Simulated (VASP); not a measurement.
BaTiO3, 5 atoms in the cell. The structure is cubic, space group Pm-3m (No. 221). Conventional cell: a = 4.006 Å, b = 4.006 Å, c = 4.006 Å, α = 90.00°, β = 90.00°, γ = 90.00°. Within 3.7 Å of Ba (site symmetry m-3m) lie 12 O at 2.83 Å and 8 Ti at 3.47 Å. Ti (site symmetry m-3m) has 6 O at 2.00 Å within 2.7 Å. O (site symmetry 4/mmm) has 2 Ti at 2.00 Å within 2.7 Å. 

- Program: VASP 6.6.1
- Task: density of states
- Functional: PBEsol
- Potentials or basis: VASP PAW PBE potentials, release 64 (Ba_sv, Ti_sv, O)
- Cutoff: 520 eV
- k mesh: 7 × 7 × 7
- Occupations: fermi-dirac, width 0.05 eV
- Spin: no spin polarisation
- Hubbard terms: Ti d U = 2.0 eV
- Dipole correction: no
- k mesh for the DOS: 11 × 11 × 11
- Occupations for the DOS: tetrahedron
- Further INCAR settings: ALGO = Normal; EDIFF = 1e-06; NBANDS = 28

Potentials or basis: VASP PAW PBE potentials, release 64 (Ba_sv, Ti_sv, O).

Run with:

```console
$ cat potpaw_PBE.64/Ba_sv/POTCAR potpaw_PBE.64/Ti_sv/POTCAR potpaw_PBE.64/O/POTCAR > POTCAR
$ cp INCAR.step1 INCAR
$ cp KPOINTS.step1 KPOINTS
$ mpirun -np 1 vasp_std > vasp.out
$ cp INCAR.step2 INCAR
$ cp KPOINTS.step2 KPOINTS
$ mpirun -np 1 vasp_std > vasp.out
```

Hardware: 1 thread of Intel(R) Xeon(R) 6975P-C (Granite Rapids), with other jobs on the host.

Question: How long does it take, and how much memory?

Answer: Run time: 38 s on 1 thread of Intel(R) Xeon(R) 6975P-C (Granite Rapids), with other jobs on the host, peak memory 0.23 GiB. Counts: k points 56.
